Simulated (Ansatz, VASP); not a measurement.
# AgCl in VASP and in Ansatz

Contents of INCAR:

```
SYSTEM = AgCl
ALGO     = Normal         ! electronic algorithm
EDIFF    = 1E-6           ! SCF threshold, eV
ENCUT    = 520            ! plane-wave cutoff, eV
GGA      = PS             ! functional
ISIF     = 2              ! what is computed and relaxed
ISMEAR   = 0              ! smearing method
LASPH    = .True.         ! aspherical terms in the spheres
LCHARG   = .True.         ! write CHGCAR
LELF     = .True.         ! ELF
LREAL    = .False.        ! projectors in reciprocal space
LVHAR    = .True.       
LWAVE    = .False.        ! write WAVECAR
NBANDS   = 16             ! bands
NELM     = 80             ! most SCF steps
PREC     = Accurate       ! precision mode
SIGMA    = 0.05           ! smearing width, eV
```

File KPOINTS:

```
k-points
0
Gamma
  10 10 10
  0 0 0
```

File POSCAR:

```
AgCl
1.0
    3.4339730000      0.0000000000      0.0000000000
    0.0000000000      3.4339730000      0.0000000000
    0.0000000000      0.0000000000      3.4339730000
Ag Cl
1 1
Direct
    0.0000000000      0.0000000000      0.0000000000
    0.6456039404      0.5000000000      0.5000000000
```

Input for Ansatz:

```yaml
crystal:
  lattice:
    - [3.433973, 0.0, 0.0]
    - [0.0, 3.433973, 0.0]
    - [0.0, 0.0, 3.433973]
  atoms:
    - { symbol: Ag, position: [0.0, 0.0, 0.0] }
    - { symbol: Cl, position: [0.6456039404, 0.5, 0.5] }
basis:
  ecutwfc: 420
kpoints:
  mp_grid: { grid: [10, 10, 10] }
hamiltonian:
  xc: pbesol
scf:
  occupations: { method: gaussian, width: 0.05 }
output:
  forces: true
  stress: true
  eigenvalues: true
```

Change from the starting cell: all Cl atoms moved -0.500 Å, as atom 2 towards its neighbour atom 2 (Cl) at 3.434 Å.

Alike in both runs: task single point; functional PBEsol; k mesh 10 × 10 × 10; occupations gaussian, width 0.05 eV; no spin polarisation.

```csv
,VASP,Ansatz
version,VASP 6.6.1,Ansatz 0.2.0
potentials or method,"VASP PAW PBE potentials, release 64 (Ag, Cl), cutoff 520 eV","scalar-relativistic, plane waves, PAW"
valence electrons in the cell,18,26
```

```csv
,VASP,Ansatz,Ansatz less VASP
gap on the k mesh at the Fermi level (eV),0.38,0.38,+0.003
least direct gap on the mesh (eV),1.57,1.57,-0.001
pressure (GPa),-1.5,-1.4,+0.12
"traceless stress, the component that is largest in VASP (GPa)",-1.08,-1.08,-0.004
rms of the force components (eV/Å),0.018,0.019,+0.0014
```

VASP's potentials were made for PBE, not for PBEsol. Atom by atom the forces differ by 0.001 eV/Å (rms over components). VASP's potentials hold 18 valence electrons a cell and Ansatz's 26, so a difference there can come from the potentials and not from the codes.
